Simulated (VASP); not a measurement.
Here is a VASP 6.6.1 calculation.

POSCAR

```
SnO2
1.0
    4.7604948911      0.0000000000      0.0000000000
    0.0000000000      4.7604948911      0.0000000000
    0.0000000000      0.0000000000      3.2001628212
Sn O
2 4
Direct
    0.0000000000      0.0000000000      0.0000000000
    0.5000000000      0.5000000000      0.5000000000
    0.3058809155      0.3058809155      0.0000000000
    0.1941190845      0.8058809155      0.5000000000
    0.6941190845      0.6941190845      0.0000000000
    0.8058809155      0.1941190845      0.5000000000
```

Contents of INCAR.step1:

```
SYSTEM = SnO2
PREC = Accurate
ENCUT = 520
ISMEAR = 0
SIGMA = 0.01
LREAL = .False.
LASPH = .True.
NELM = 80
NBANDS = 35
GGA = PE
ALGO = Normal
EDIFF = 1E-4
LWAVE = .True.
LCHARG = .False.
```

Contents of INCAR.step2:

```
SYSTEM = SnO2
PREC = Accurate
ENCUT = 520
EDIFF = 1E-6
ISMEAR = 0
SIGMA = 0.01
LREAL = .False.
LASPH = .True.
NELM = 80
ALGO = Normal
ISIF = 2
LWAVE = .False.
LCHARG = .False.
METAGGA = R2SCAN
LMIXTAU = .True.
NBANDS = 35
ISTART = 1
```

Contents of KPOINTS:

```
Automatic mesh
0
Gamma
  6 6 8
  0 0 0
```

Potentials or basis: VASP PAW PBE potentials, release 64 (Sn_d, O).

The run is started by

```sh
$ cat potpaw_PBE.64/Sn_d/POTCAR potpaw_PBE.64/O/POTCAR > POTCAR
$ cp INCAR.step1 INCAR
$ mpirun -np 1 vasp_std > vasp.out
$ cp INCAR.step2 INCAR
$ mpirun -np 1 vasp_std > vasp.out
```

Problem. Estimate the pressure.

Solution. 1.1 GPa.

Problem. Estimate the band gap on the k mesh.

Solution. 1.79 eV.

Forces in eV/Å, atoms in the order of the input:
```
Sn   0.000  0.000  0.000
Sn   0.000  0.000  0.000
O   -0.017 -0.017  0.000
O    0.017 -0.017  0.000
O    0.017  0.017  0.000
O   -0.017  0.017  0.000
```

Caveat: the PAW data sets were made with another functional, which shifts forces and pressure a little; spin-orbit coupling is left out, which moves the levels of the heavy elements. r2SCAN opens gaps a little over a GGA but as a rule still falls short of measured ones.
